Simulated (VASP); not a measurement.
Here is a VASP 6.6.1 calculation.

File INCAR:

```
SYSTEM = AlSi23HO48
PREC = Accurate
ENCUT = 520
EDIFF = 1E-6
ISMEAR = 0
SIGMA = 0.02
LREAL = Auto
LASPH = .TRUE.
NELM = 100
ALGO = Normal
ISIF = 2
LWAVE = .FALSE.
LCHARG = .FALSE.
GGA = PE
NBANDS = 234
```

Contents of KPOINTS:

```
Automatic mesh
0
G
  1 1 1
  0 0 0
```

POSCAR

```
AlSi23HO48
1.0
    9.8316000000      0.0000000000      0.0000000000
   -4.9158000000      8.5144150000      0.0000000000
    0.0000000000      0.0000000000     10.8182000000
Si O Al H
23 48 1 1
Direct
    0.2665240000      0.0059135000      0.1655480000
    0.0047801000      0.2668430000      0.3336890000
    0.2385990000      0.2405240000      0.9993619200
    0.2643930000      0.9914680000      0.6636310000
    0.9894460000      0.2647620000      0.8359160000
    0.2293890000      0.2223500000      0.5039390000
    0.2727950000      0.5039720000      0.1701260000
    0.0007480400      0.7714690000      0.3320030000
    0.2399190000      0.7394080000      0.0036103000
    0.0005861100      0.7613600000      0.8352580000
    0.2367220000      0.7327650000      0.4952940000
    0.7737470000      0.0013135000      0.1675400000
    0.4994380000      0.2689920000      0.3361520000
    0.7231280000      0.2276360000      0.0052600000
    0.7672260000      0.0003560100      0.6682640000
    0.4965340000      0.2621350000      0.8323230000
    0.7339230000      0.2294280000      0.4977480000
    0.7650270000      0.5009460000      0.1701520000
    0.5060110000      0.7694440000      0.3373120000
    0.7350110000      0.7342260000      0.0017393000
    0.7695000000      0.4946490000      0.6683140000
    0.5049940000      0.7715690000      0.8364450000
    0.7366290000      0.7353900000      0.5035120000
    0.0669300000      0.1970330000      0.4418620000
    0.3005170000      0.3678670000      0.1107810000
    0.1415150000      0.4331920000      0.2788680000
    0.2055230000      0.0726220000      0.0529050000
    0.3638220000      0.2956960000      0.3956590000
    0.4304760000      0.1432870000      0.2228400000
    0.0774410000      0.2214290000      0.9403120000
    0.2816500000      0.3345550000      0.6226230000
    0.1127490000      0.4436080000      0.7736440000
    0.2025460000      0.0517640000      0.5480320000
    0.3666400000      0.3006510000      0.8886370000
    0.4259760000      0.1307370000      0.7237120000
    0.0744250000      0.7148220000      0.4404160000
    0.2990230000      0.8705150000      0.1122040000
    0.1321980000      0.9367910000      0.2719290000
    0.2122820000      0.5747800000      0.0606630000
    0.3722160000      0.8059320000      0.3878360000
    0.4380460000      0.6385040000      0.2276310000
    0.0725450000      0.7073100000      0.9477570000
    0.2961460000      0.8548910000      0.6125940000
    0.1305640000      0.9238230000      0.7720150000
    0.2046780000      0.5650810000      0.5413850000
    0.3666500000      0.8003610000      0.8916470000
    0.4446260000      0.6419540000      0.7304500000
    0.5694620000      0.2032300000      0.4422660000
    0.7877240000      0.3607110000      0.1128000000
    0.6375250000      0.4354250000      0.2820770000
    0.7013660000      0.0652280000      0.0614060000
    0.8647800000      0.2916250000      0.3887050000
    0.9390500000      0.1430300000      0.2186820000
    0.5593170000      0.1980150000      0.9456520000
    0.7972430000      0.3592890000      0.6087090000
    0.6382200000      0.4247080000      0.7766210000
    0.7041580000      0.0647460000      0.5563510000
    0.8528310000      0.2900690000      0.8935630000
    0.9329220000      0.1411050000      0.7233450000
    0.5690300000      0.7046840000      0.4500810000
    0.8090660000      0.8707120000      0.1071580000
    0.6493380000      0.9307470000      0.2810300000
    0.7023520000      0.5687240000      0.0603190000
    0.8621690000      0.7960110000      0.3902950000
    0.9317650000      0.6379980000      0.2237340000
    0.5714880000      0.7153310000      0.9525590000
    0.7999120000      0.8658140000      0.6135890000
    0.6435860000      0.9394650000      0.7823920000
    0.7160940000      0.5738100000      0.5617710000
    0.8581930000      0.7836980000      0.8863920000
    0.9385760000      0.6183740000      0.7325650000
    0.2790850000      0.5026830000      0.6579390000
    0.0455946200      0.5165282700      0.7549558200
```

Potentials or basis: VASP PAW PBE potentials, release 64 (Si, O, Al, H).

Launch:

```bash
$ cat potpaw_PBE.64/Si/POTCAR potpaw_PBE.64/O/POTCAR potpaw_PBE.64/Al/POTCAR potpaw_PBE.64/H/POTCAR > POTCAR
$ mpirun -np 1 vasp_gam > vasp.out
```

(1) Predict the band gap on the k mesh.

(2) Predict the pressure.

(3) Predict the largest force.

Answers

(1) 5.36 eV.

(2) 2.5 GPa.

(3) 3.588 eV/Å.

Caveat: the k points lie up to 0.74 Å⁻¹ apart.
